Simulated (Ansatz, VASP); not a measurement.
## Bi in VASP and in Ansatz

```
Bi
1.0
     4.26752    0.00000    0.00000
    -2.13376    3.69578    0.00000
     0.00000    0.00000    4.21722
Bi
2
Direct
  0.33333 0.66667 0.25000
  0.66667 0.33333 0.75000
```

Alike in both runs: functional PBEsol; k mesh 12 × 12 × 10; occupations gaussian, width 0.1 eV; no spin polarisation.

Ansatz relaxed the structure, and its values are those at the end. VASP's run is a single point on that final structure, the one shown.

|  | VASP | Ansatz |
| --- | --- | --- |
| version | VASP 6.6.1 | Ansatz 0.2.0 |
| potentials or method | VASP PAW PBE potentials, release 64 (Bi_d), cutoff 520 eV | scalar-relativistic, plane waves, PAW |
| valence electrons in the cell | 30 | 30 |

Ansatz gave:

* gap on the k mesh at the Fermi level (eV): none
* pressure (GPa): 0.0

Estimate VASP's values.

gap on the k mesh at the Fermi level (eV): none; pressure (GPa): -0.1.

VASP's potentials were made for PBE, not for PBEsol. A gap of «none» marks a metal or a gap that the smearing closes.

Spin-orbit coupling is off throughout.
